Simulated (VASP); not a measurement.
# Ti3Zn (R-3m) in VASP: a series of runs

Ti3Zn is run at these levels: LDA; tasks: single point.

Everything below comes from runs of VASP 6.6.1. Logs are shortened: lines on timing, memory, paths and dates and some standing lists are left out, and cuts for length are marked.

## Step 1: The cell of the first run

It takes space group R-3m (No. 166, trigonal). The conventional cell has a = 5.479 Å, b = 5.479 Å, c = 7.079 Å, α = 90.00°, β = 90.00°, γ = 120.00°. Ti (site symmetry 2/m) has 8 Ti at 2.74 to 2.84 Å and 4 Zn at 2.74 to 2.84 Å within 3.6 Å. Zn (site symmetry -3m) has 12 Ti at 2.74 to 2.84 Å within 3.6 Å.

## Step 2: Single point, LDA (15.34 Å³/atom)

File INCAR:

```
SYSTEM = Ti3Zn
ALGO = Fast
EDIFF = 1E-6
ENCUT = 520
GGA = CA
ISIF = 2
ISMEAR = 0
LASPH = .TRUE.
LCHARG = .FALSE.
LREAL = .FALSE.
LWAVE = .FALSE.
NBANDS = 32
NELM = 80
PREC = Accurate
SIGMA = 0.15
```

File KPOINTS:

```
k-points
0
G
  12 12 12
  0 0 0
```

File POSCAR:

```
Ti3Zn
1.0
    3.9454853030      0.0709048228      0.0709048228
    0.0709048228      3.9454853030      0.0709048228
    0.0709048228      0.0709048228      3.9454853030
Ti Zn
3 1
Direct
    0.0000000000      0.5000000000      0.5000000000
    0.5000000000      0.0000000000      0.5000000000
    0.5000000000      0.5000000000      0.0000000000
    0.0000000000      0.0000000000      0.0000000000
```

Potentials or basis: VASP PAW LDA potentials, release 64 (Ti_sv, Zn).

Run with:

```console
> cat potpaw_LDA.64/Ti_sv/POTCAR potpaw_LDA.64/Zn/POTCAR > POTCAR
> mpirun -np 1 vasp_std > vasp.out
```

OUTCAR:

```text
SYSTEM = Ti3Zn
   EDIFF = 1E-6
   ENCUT = 520
   GGA = CA
   ISIF = 2
   ISMEAR = 0
   LASPH = .TRUE.
   LREAL = .FALSE.
   NELM = 80
   PREC = Accurate

 ion  position               nearest neighbor table
   1  0.000  0.500  0.500-   3 2.74   4 2.74   2 2.74   4 2.74   2 2.74   3 2.74   2 2.84   4 2.84
                             3 2.84   4 2.84   3 2.84   2 2.84
   2  0.500  0.000  0.500-   3 2.74   4 2.74   1 2.74   3 2.74   1 2.74   4 2.74   1 2.84   3 2.84
                             3 2.84   4 2.84   4 2.84   1 2.84
   3  0.500  0.500  0.000-   1 2.74   2 2.74   2 2.74   4 2.74   1 2.74   4 2.74   1 2.84   2 2.84
                             2 2.84   4 2.84   1 2.84   4 2.84
   4  0.000  0.000  0.000-   1 2.74   2 2.74   1 2.74   3 2.74   2 2.74   3 2.74   1 2.84   1 2.84
                             2 2.84   3 2.84   2 2.84   3 2.84

  LATTYP: Found a trigonal (rhomboedric) cell.
 ALAT       =     3.9467593370
 COS(alpha) =     0.0362418087

  Lattice vectors:

 A1 = (   3.9454853030,   0.0709048228,   0.0709048228)
 A2 = (   0.0709048228,   3.9454853030,   0.0709048228)
 A3 = (   0.0709048228,   0.0709048228,   3.9454853030)

Analysis of symmetry for initial positions (statically):
=====================================================================
 Subroutine PRICEL returns:
 Original cell was already a primitive cell.

 Routine SETGRP: Setting up the symmetry group for a
 trigonal (rhombohedral) supercell.

 Subroutine GETGRP returns: Found 12 space group operations
 (whereof 12 operations were pure point group operations)
 out of a pool of 12 trial point group operations.

The static configuration has the point symmetry D_3d.

Analysis of symmetry for dynamics (positions and initial velocities):
=====================================================================
 Subroutine PRICEL returns:
 Original cell was already a primitive cell.

 Routine SETGRP: Setting up the symmetry group for a
 trigonal (rhombohedral) supercell.

 Subroutine GETGRP returns: Found 12 space group operations
 (whereof 12 operations were pure point group operations)
 out of a pool of 12 trial point group operations.

The dynamic configuration has the point symmetry D_3d.

 Subroutine INISYM returns: Found 12 space group operations
 (whereof 12 operations are pure point group operations),
 and found     1 'primitive' translations

[... 97 lines left out ...]
   NELM   =     80;   NELMIN=  2; NELMDL= -5     # of ELM steps
   EDIFF  = 0.1E-05   stopping-criterion for ELM
   LREAL  =      F    real-space projection
   EDIFFG = 0.1E-04   stopping-criterion for IOM
   NSW    =      0    number of steps for IOM
   IBRION =     -1    ionic relax: 0-MD 1-quasi-New 2-CG
   NFREE  =      0    steps in history (QN), initial steepest desc. (CG)
   ISIF   =      2    stress and relaxation
   ISYM   =      2    0-nonsym 1-usesym 2-fastsym
   POTIM  = 0.5000    time-step for ionic-motion
   TEBEG  =    0.0;   TEEND  =   0.0 temperature during run
   PSTRESS=    0.0 pullay stress
   NELECT =      48.0000    total number of electrons
   NUPDOWN=      -1.0000    fix difference up-down
   EMIN   =  10.00;   EMAX   =-10.00  energy-range for DOS
   EFERMI =   0.00;   METHOD = LEGACY
   ISMEAR =     0;   SIGMA  =   0.15  broadening in eV -4-tet -1-fermi 0-gaus
   EFERMI_NEDOS =   21; number of points for ismear=-14 and -15
   IALGO  =     68    algorithm
   IMIX   =      4    mixing-type and parameters
     AMIX     =   0.40;   BMIX     =  1.00
     AMIX_MAG =   1.60;   BMIX_MAG =  1.00
  volume/ion in A,a.u.               =      15.34       103.52
  Fermi-wavevector in a.u.,A,eV,Ry     =   1.508436  2.850530 30.958399  2.275378
  Thomas-Fermi vector in A             =   2.618890
   LORBIT       =      0    0 simple, 1 ext, 2 COOP (PROOUT), +10 PAW based schemes
   GGA     = CA    functional components
   LHFCALC =     F    Hartree Fock is set to
   AEXX    =    0.0000 exact exchange contribution
   IVDW    =     0    specifies the selected vdW correction
   LEPSILON=     F    determine dielectric tensor
   LRPA    =     F    only Hartree local field effects (RPA)
 non-spin polarized calculation
 RMM-DIIS sequential band-by-band and
 Gauss-broadening in eV      SIGMA  =   0.15
  energy-cutoff  :      520.00
  volume of cell :       61.36
 maximum number of plane-waves:      1677
 NGX is ok and might be reduce to    30
   NGX = 15   NGY = 15   NGZ = 15

 number of electron      47.9999976 magnetization

 Free energy of the ion-electron system (eV)
  ---------------------------------------------------
  ext. energy  EPLUGINS =         0.00000000
  ---------------------------------------------------
  free energy    TOTEN  =       -28.08862681 eV

  energy without entropy =      -28.04130610  energy(sigma->0) =      -28.06496645

 E-fermi :   7.5071     XC(G=0): -12.2690

 val. band max:        7.5061907581   @ k =   0.5000   0.4167  -0.0000
 cond. band min:       7.5122901723   @ k =  -0.4167   0.5000   0.1667
 fundamental gap:      0.0060994142
 Fermi energy:         7.5070602530

 k-point     1 :       0.0000    0.0000    0.0000
  band No.  band energies     occupation
      1     -48.3332      2.00000
      2     -48.1213      2.00000
      3     -48.1213      2.00000
      4     -25.2877      2.00000
      5     -25.1807      2.00000
      6     -25.1807      2.00000
[... 829 lines left out ...]
     31      10.0063      0.00000
     32      10.3845      0.00000

 [... further k-points ...]

------------------------ aborting loop because EDIFF is reached ----------------------------------------

  FORCE on cell =-STRESS in cart. coord.  units (eV):
  Direction    XX          YY          ZZ          XY          YZ          ZX
  --------------------------------------------------------------------------------------
  -------------------------------------------------------------------------------------
  Total       -1.0676709     -1.0676709     -1.0676709     -1.0286788     -1.0286788     -1.0286788
  in kB      -27.8780650    -27.8780650    -27.8780650    -26.8599401    -26.8599401    -26.8599401
  external PRESSURE =     -27.8780650 kB  Pullay stress =       0.0000000 kB

 VOLUME and BASIS-vectors are now :
 -----------------------------------------------------------------------------
  energy-cutoff  :      520.00
  volume of cell :       61.36
      direct lattice vectors                 reciprocal lattice vectors
     3.945485303  0.070904823  0.070904823     0.253615169 -0.004477289 -0.004477289
     0.070904823  3.945485303  0.070904823    -0.004477289  0.253615169 -0.004477289
     0.070904823  0.070904823  3.945485303    -0.004477289 -0.004477289  0.253615169

 POSITION                                       TOTAL-FORCE (eV/Angst)
 -----------------------------------------------------------------------------------
      0.07090      2.00820      2.00820         0.000000      0.000000      0.000000
      2.00820      0.07090      2.00820        -0.000000     -0.000000     -0.000000
      2.00820      2.00820      0.07090         0.000000      0.000000      0.000000
      0.00000      0.00000      0.00000         0.000000      0.000000      0.000000
 -----------------------------------------------------------------------------------
    total drift:                                0.000000      0.000000     -0.000000

  FREE ENERGIE OF THE ION-ELECTRON SYSTEM (eV)
  ---------------------------------------------------
  free  energy   TOTEN  =       -28.0886268106 eV

  energy  without entropy=      -28.0413060987  energy(sigma->0) =      -28.06496645
```

OSZICAR:

```text
N       E                     dE             d eps       ncg     rms          rms(c)
DAV:   1     0.536812647972E+03    0.53681E+03   -0.24412E+04 12176   0.203E+03
DAV:   2     0.344437007412E+02   -0.50237E+03   -0.48860E+03 12200   0.539E+02
DAV:   3    -0.262331725396E+02   -0.60677E+02   -0.58360E+02 19920   0.164E+02
[... 27 lines left out ...]
RMM:  31    -0.280886251690E+02   -0.73402E-06   -0.15701E-05 17082   0.277E-02    0.823E-03
RMM:  32    -0.280886255036E+02   -0.33460E-06   -0.13037E-05 15558   0.262E-02    0.496E-03
RMM:  33    -0.280886260050E+02   -0.50136E-06   -0.11983E-05 15272   0.251E-02    0.334E-03
RMM:  34    -0.280886264363E+02   -0.43125E-06   -0.10195E-05 14271   0.237E-02    0.245E-03
RMM:  35    -0.280886268106E+02   -0.37440E-06   -0.95284E-06 13756   0.232E-02
   1 F= -.28088627E+02 E0= -.28064966E+02  d E =-.473207E-01
```

It took 8.7 min on 1 thread of Intel Xeon 6975P-C (Granite Rapids), shared host; peak memory 0.38 GiB.

What came out:

```yaml
Free_energy: -28.0886 eV
Pressure: -2.8 GPa
Band_gap_on_the_k_mesh: zero (bands 24 and 25 overlap by 0.44 eV)
```

(Continued in part 2 of 3.)
